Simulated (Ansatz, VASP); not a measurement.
## NaAl5O2: VASP beside Ansatz

```xyz
8
Lattice="2.9022 0.0000 0.0000 -1.4511 2.5133 0.0000 0.0000 0.0000 14.5355" Properties=species:S:1:pos:R:3 pbc="T T T"
Na    0.0000    0.0000    0.0000
Al    1.4511    0.8378    2.7288
Al    1.4511    0.8378   11.8067
Al    0.0000    0.0000    9.5919
Al    0.0000    0.0000    4.9436
Al    0.0000    1.6756    7.2677
O     0.0000    1.6756    1.6935
O     0.0000    1.6756   12.8419
```

Alike in both runs: functional PBE; k mesh 12 × 12 × 2; occupations gaussian, width 0.1 eV; no spin polarisation.

Ansatz relaxed the structure, and its values are those at the end. VASP's run is a single point on that final structure, the one shown.

```csv
,VASP,Ansatz
version,VASP 6.6.1,Ansatz 0.2.0
potentials or method,"VASP PAW PBE potentials, release 64 (Na_pv, Al, O), cutoff 520 eV","scalar-relativistic, plane waves, PAW"
valence electrons in the cell,34,36
```

|  | VASP | Ansatz | Ansatz less VASP |
| --- | --- | --- | --- |
| gap on the k mesh at the Fermi level (eV) | none | none | - |
| pressure (GPa) | 0.0 | 0.0 | +0.01 |
| rms of the force components (eV/Å) | 0.003 | 0.001 | -0.0027 |

A gap of «none» marks a metal or a gap that the smearing closes. VASP's potentials hold 34 valence electrons a cell and Ansatz's 36, so a difference there can come from the potentials and not from the codes.
